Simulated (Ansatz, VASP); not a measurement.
Two plane-wave programs on ZnO

```
Zn O
1.0
     3.25509    0.00000    0.00000
    -1.62754    2.87594    0.00000
     0.00000    0.00000    7.13044
Zn O
2 2
Direct
  0.00000 0.00000 0.75000
  0.00000 0.00000 0.25000
  0.33333 0.66667 0.25000
  0.66667 0.33333 0.75000
```

Change from the starting cell: strain -0.0100 x Voigt [1, -1, 0, 0, 0, 0], atoms carried along.

Alike in both runs: task single point; functional PBE; dispersion D3(BJ); k mesh 9 × 9 × 4; occupations gaussian, width 0.05 eV; no spin polarisation.

|  | VASP | Ansatz |
| --- | --- | --- |
| version | VASP 6.6.1 | Ansatz 0.2.0 |
| potentials or method | VASP PAW PBE potentials, release 64 (Zn, O), cutoff 520 eV | scalar-relativistic, plane waves, PAW |
| valence electrons in the cell | 36 | 36 |

Ansatz gave:

```
gap on the k mesh at the Fermi level (eV)                     : 0.79
least direct gap on the mesh (eV)                             : 0.79
pressure (GPa)                                                : -2.3
traceless stress, the component that is largest in VASP (GPa) : 1.61
rms of the force components (eV/Å)                            : 0.132
```

**Question.** Which values does VASP return?

**Answer.** gap on the k mesh at the Fermi level (eV): 0.79; least direct gap on the mesh (eV): 0.79; pressure (GPa): -1.5; traceless stress, the component that is largest in VASP (GPa): 2.09; rms of the force components (eV/Å): 0.141.

Atom by atom the forces differ by 0.009 eV/Å (rms over components).
